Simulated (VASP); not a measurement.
# MoS2: single point with PBE+D3(BJ)

Crystal: MoS2.

```
Mo S
1.0
     3.14917    0.00000    0.00000
    -1.57459    2.72726    0.00000
     0.00000    0.00000   24.18680
Mo S
4 8
Direct
  0.66667 0.33333 0.87506
  0.66667 0.33333 0.37493
  0.33333 0.66667 0.62507
  0.33333 0.66667 0.12494
  0.33333 0.66667 0.93980
  0.33333 0.66667 0.43968
  0.66667 0.33333 0.68981
  0.66667 0.33333 0.18968
  0.33333 0.66667 0.81032
  0.33333 0.66667 0.31019
  0.66667 0.33333 0.56032
  0.66667 0.33333 0.06020
```

```yaml
Program: VASP 6.6.1
Task: single point
Functional: PBE
Dispersion: D3(BJ)
Potentials_or_basis: VASP PAW PBE potentials, release 64 (Mo_sv, S)
Cutoff: 520 eV
k_mesh: 12 × 12 × 1
Occupations: gaussian, width 0.02 eV
Spin: no spin polarisation
```

* Pressure: -0.1 GPa
* Largest force: 0.014 eV/Å
* Band gap on the k mesh: 0.80 eV
* Dispersion energy per atom: -0.437 eV

Forces in eV/Å, atoms in the order of the input:
```
Mo   0.000  0.000 -0.001
Mo   0.000  0.000  0.001
Mo   0.000  0.000 -0.001
Mo   0.000  0.000  0.001
S    0.000  0.000 -0.014
S    0.000  0.000 -0.012
S    0.000  0.000 -0.013
S    0.000  0.000 -0.012
S    0.000  0.000  0.012
S    0.000  0.000  0.013
S    0.000  0.000  0.012
S    0.000  0.000  0.014
```

Stress tensor (GPa, compression positive):
```
-0.11  0.00  0.00
 0.00 -0.11  0.00
 0.00  0.00 -0.19
```

Levels at points of the mesh, in eV from the valence-band top:
| k point | band 49 | band 50 | band 51 | band 52 | band 53 | band 54 | band 55 | band 56 |
| --- | --- | --- | --- | --- | --- | --- | --- | --- |
| (0.00, 0.00, 0.00) | -1.11 | -0.27 | -0.27 | 0.00 | 2.10 | 2.10 | 2.10 | 2.10 |
| (0.50, 0.00, 0.00) | -1.48 | -1.40 | -1.40 | -1.33 | 1.62 | 1.65 | 1.65 | 1.68 |

Run time: 3.3 min on 1 thread of Intel(R) Xeon(R) 6975P-C (Granite Rapids), with other jobs on the host, peak memory 0.42 GiB.

Caveat: an odd mesh through Γ misses points on the zone boundary, where band edges can lie.
